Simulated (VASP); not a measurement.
# C: relaxation of cell and atoms with PBE

The system is C.

```xyz
1
Lattice="1.9500 0.0000 0.0000 0.0000 1.9500 0.0000 0.0000 0.0000 1.9500" Properties=species:S:1:pos:R:3 pbc="T T T"
C     0.0000    0.0000    0.0000
```

```json
{
 "Program": "VASP 6.6.1",
 "Task": "relaxation of cell and atoms",
 "Functional": "PBE",
 "Potentials or basis": "VASP PAW PBE potentials, release 64 (C)",
 "Cutoff": "600 eV",
 "k mesh": "22 × 22 × 22",
 "Occupations": "gaussian, width 0.02 eV",
 "Spin": "no spin polarisation",
 "Dipole correction": "no",
 "Further INCAR settings": "ALGO = Normal; EDIFF = 1e-07; IBRION = 2; EDIFFG = -0.03; NSW = 80; ISIF = 3"
}
```

```yaml
Relaxed_volume: 5.59 Å³/atom
Relaxed_cell: a = 1.774 Å, b = 1.774 Å, c = 1.774 Å, α = 90.00°, β = 90.00°, γ = 90.00°
Space_group_after_relaxing_to_0.05_Å: Pm-3m (No. 221)
Energy_gained_by_relaxing: 383.8 meV/atom
Ionic_steps: 3
Pressure_after_relaxing: 0.4 GPa
Band_gap_on_the_k_mesh: zero (band 2 reaches 20.16 eV, above the bottom of band 3 at 8.04 eV)
```

The path:
| step | energy change (eV) | largest force (eV/Å) | pressure (GPa) | volume (Å³) |
| --- | --- | --- | --- | --- |
| 1 | 0.0000 | 0.0000 | -51.16 | 7.41 |
| 2 | -0.3407 | 0.0000 | 33.64 | 5.15 |
| 3 | -0.3838 | 0.0000 | 0.44 | 5.59 |

Final structure:
```xyz
1
Lattice="1.7744 0.0000 0.0000 0.0000 1.7744 0.0000 0.0000 0.0000 1.7744" Properties=species:S:1:pos:R:3 pbc="T T T"
C     0.0000    0.0000    0.0000
```

Levels at points of the mesh, in eV from the Fermi level:
```tsv
k point	band 1	band 2	band 3	band 4	band 5	band 6
(0.00, 0.00, 0.00)	-22.05	9.36	9.36	9.36	25.53	25.53
(0.50, 0.00, 0.00)	-12.63	-12.12	12.66	12.66	29.66	33.34
(0.50, 0.50, 0.00)	-5.99	-5.99	-2.76	8.24	15.33	41.61
(0.50, 0.50, 0.50)	-0.94	-0.94	-0.94	8.52	17.50	17.50
```

Wall time 7.3 s on 1 thread of Intel Xeon 6975P-C, with other jobs on the host, peak memory 0.12 GiB.

Caveat: the volume moved by over 15 % at a fixed basis, so the end points are rough.
